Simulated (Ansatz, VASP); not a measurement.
# One calculation of SiGe, two programs

File INCAR:

```
PREC = Accurate ; ENCUT = 520
EDIFF = 1E-6 ; ISMEAR = 0
SIGMA = 0.03 ; LREAL = F
LASPH = T ; NELM = 100
ALGO = Normal ; ISIF = 2
LWAVE = F ; LCHARG = T
GGA = PS ; LELF = T
LVHAR = T ; NBANDS = 26
```

Contents of KPOINTS:

```
regular mesh
0
Gamma
  12 12 6
```

POSCAR

```
SiGe
1.0
    3.9103937364      0.0000000000      0.0000000000
   -1.9551968682      3.3865003145      0.0000000000
    0.0000000000      0.0000000000      5.8976558332
Si Ge
2 2
Direct
    0.6666666667      0.3333333333      0.8745463082
    0.3333333333      0.6666666667      0.3745463082
    0.6666666667      0.3333333333      0.5004526918
    0.3333333333      0.6666666667      0.0004526918
```

Input for Ansatz:

```yaml
crystal:
  lattice:
    - [3.9103937364, 0.0, 0.0]
    - [-1.9551968682, 3.3865003145, 0.0]
    - [0.0, 0.0, 5.8976558332]
  atoms:
    - { symbol: Si, position: [0.6666666667, 0.3333333333, 0.8745463082] }
    - { symbol: Si, position: [0.3333333333, 0.6666666667, 0.3745463082] }
    - { symbol: Ge, position: [0.6666666667, 0.3333333333, 0.5004526918] }
    - { symbol: Ge, position: [0.3333333333, 0.6666666667, 0.0004526918] }
basis:
  ecutwfc: 420
kpoints:
  mp_grid: { grid: [12, 12, 6] }
hamiltonian:
  xc: pbesol
  pseudopotentials: { kind: paw, azcp: { folder: soft_1 } }
scf:
  occupations: { method: gaussian, width: 0.03 }
output:
  forces: true
  stress: true
  eigenvalues: true
```

Alike in both runs: task single point; functional PBEsol; k mesh 12 × 12 × 6; occupations gaussian, width 0.03 eV; no spin polarisation.

|  | VASP | Ansatz |
| --- | --- | --- |
| version | VASP 6.6.1 | Ansatz 0.2.0 |
| potentials or method | VASP PAW PBE potentials, release 64 (Si, Ge_d), cutoff 520 eV | scalar-relativistic, plane waves, PAW |
| valence electrons in the cell | 36 | 36 |

|  | VASP | Ansatz | Ansatz less VASP |
| --- | --- | --- | --- |
| gap on the k mesh at the Fermi level (eV) | none | none | - |
| pressure (GPa) | 9.6 | 9.7 | +0.02 |
| traceless stress, the component that is largest in VASP (GPa) | 17.83 | 17.84 | +0.007 |
| rms of the force components (eV/Å) | 0.915 | 0.920 | +0.0046 |

VASP's potentials were made for PBE, not for PBEsol, and Ansatz warns of the same on its side. Atom by atom the forces differ by 0.005 eV/Å (rms over components). A gap of «none» marks a metal or a gap that the smearing closes. The functional is the same, so the differences come from potentials, cutoffs and numerics.
